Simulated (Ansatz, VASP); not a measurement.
**Two plane-wave programs on KBr**

```
CELL_PARAMETERS angstrom
0.00000 3.34978 3.34978
3.34978 0.00000 3.34978
3.34978 3.34978 0.00000
ATOMIC_POSITIONS crystal
K 0.00000 0.00000 0.00000
Br 0.50000 0.50000 0.50000
```

Alike in both runs: functional PBE; k mesh 6 × 6 × 6; occupations gaussian, width 0.02 eV; no spin polarisation.

Ansatz relaxed the structure, and its values are those at the end. VASP's run is a single point on that final structure, the one shown.

```csv
,VASP,Ansatz
version,VASP 6.6.1,Ansatz 0.2.0
potentials or method,"VASP PAW PBE potentials, release 64 (K_sv, Br), cutoff 500 eV","scalar-relativistic, plane waves, PAW"
valence electrons in the cell,16,16
```

Ansatz gave:

```
gap on the k mesh at the Fermi level (eV) : 4.32
least direct gap on the mesh (eV)         : 4.32
pressure (GPa)                            : 0.0
```

Which values does VASP return?

gap on the k mesh at the Fermi level (eV): 4.32; least direct gap on the mesh (eV): 4.32; pressure (GPa): 0.1.
